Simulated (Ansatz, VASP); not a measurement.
**ZrN: VASP beside Ansatz**

```
CELL_PARAMETERS angstrom
0.00000 2.27659 2.27659
2.27659 0.00000 2.27659
2.27659 2.27659 0.00000
ATOMIC_POSITIONS crystal
Zr 0.00000 0.00000 0.00000
N 0.50000 0.50000 0.50000
```

Change from the starting cell: volume scaled by 0.99.

Alike in both runs: task single point; functional LDA; k mesh 9 × 9 × 9; occupations fermi-dirac, width 0.03 eV; no spin polarisation.

```csv
,VASP,Ansatz
version,VASP 6.6.1,Ansatz 0.2.0
potentials or method,"VASP PAW LDA potentials, release 64 (Zr_sv, N), cutoff 600 eV","all-electron LAPW, scalar-relativistic"
```

VASP gave:

| Property | Result |
| --- | --- |
| pressure (GPa) | -4.5 |

Task: What did Ansatz give for the same quantities?

Result: Pressure (GPa): -5.1.

LDA's correlation is that of Perdew and Zunger in VASP and of Perdew and Wang (1992) in Ansatz. Ansatz ran all-electron here, and VASP with PAW potentials.
